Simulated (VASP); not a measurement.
Here is a VASP 6.6.1 calculation.

POSCAR

```
RbBr
1.0
    4.1279266257      0.0000000000      0.0000000000
    0.0000000000      4.1279266257      0.0000000000
    0.0000000000      0.0000000000      4.1006823100
Rb Br
1 1
Direct
    0.0000000000      0.0000000000      0.0000000000
    0.5000000000      0.5000000000      0.5000000000
```

File INCAR.step1:

```
  PREC = Accurate
  ENCUT = 520
  ISMEAR = 0
  SIGMA = 0.01
  LREAL = F
  LASPH = T
  NELM = 60
  NBANDS = 15
  GGA = PE
  ALGO = Normal
  EDIFF = 1E-4
  LWAVE = T
  LCHARG = F
```

File INCAR.step2:

```
  PREC = Accurate
  ENCUT = 520
  EDIFF = 1E-6
  ISMEAR = 0
  SIGMA = 0.01
  LREAL = F
  LASPH = T
  NELM = 60
  ALGO = Normal
  ISIF = 2
  LWAVE = F
  LCHARG = T
  METAGGA = R2SCAN
  LMIXTAU = T
  LELF = T
  LVHAR = T
  NBANDS = 15
  ISTART = 1
```

File KPOINTS:

```
regular mesh
0
Gamma
  6 6 6
```

Potentials or basis: VASP PAW PBE potentials, release 64 (Rb_sv, Br).

Command:

```console
$ cat potpaw_PBE.64/Rb_sv/POTCAR potpaw_PBE.64/Br/POTCAR > POTCAR
$ cp INCAR.step1 INCAR
$ mpirun -np 1 vasp_std > vasp.out
$ cp INCAR.step2 INCAR
$ mpirun -np 1 vasp_std > vasp.out
```

Problem. What does it give for the band gap on the k mesh?

Solution. 4.83 eV, indirect (least direct gap 4.98 eV).

Problem. What does it give for the pressure?

Solution. 0.1 GPa.

Stress tensor (GPa, compression positive):
```
0.07 0.00 0.00
0.00 0.07 0.00
0.00 0.00 0.28
```

Caveat: the cell differs from its parent crystal (uniaxial z strain -0.7%); the PAW data sets were made with another functional, which shifts forces and pressure a little. A k mesh can miss the band edges.
